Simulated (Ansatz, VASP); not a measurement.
## MgH2: VASP beside Ansatz

```
Mg H
1.0
    -1.90417    1.90417    4.73230
     1.90417   -1.90417    4.73230
     1.90417    1.90417   -4.73230
Mg H
2 4
Direct
  0.00000 0.00000 0.00000
  0.75000 0.25000 0.50000
  0.78992 0.78992 0.00000
  0.96008 0.46008 0.50000
  0.53992 0.03992 0.50000
  0.21008 0.21008 0.00000
```

Alike in both runs: task single point; functional r2SCAN; k mesh 8 × 8 × 8; occupations gaussian, width 0.02 eV; no spin polarisation.

```csv
,VASP,Ansatz
version,VASP 6.6.1,Ansatz 0.2.0
potentials or method,"VASP PAW PBE potentials, release 64 (Mg, H), cutoff 520 eV","scalar-relativistic, plane waves, PAW"
valence electrons in the cell,8,24
```

VASP gave:

```
gap on the k mesh at the Fermi level (eV)                     : 4.08
least direct gap on the mesh (eV)                             : 5.23
pressure (GPa)                                                : -1.4
traceless stress, the component that is largest in VASP (GPa) : -0.15
rms of the force components (eV/Å)                            : 0.014
```

Q: Which values does Ansatz return?

A: gap on the k mesh at the Fermi level (eV): 4.09; least direct gap on the mesh (eV): 5.23; pressure (GPa): -1.0; traceless stress, the component that is largest in VASP (GPa): -0.11; rms of the force components (eV/Å): 0.011.

VASP's potentials were made for PBE, not for r2SCAN. Atom by atom the forces differ by 0.002 eV/Å (rms over components). VASP's potentials hold 8 valence electrons a cell and Ansatz's 24, so a difference there can come from the potentials and not from the codes.
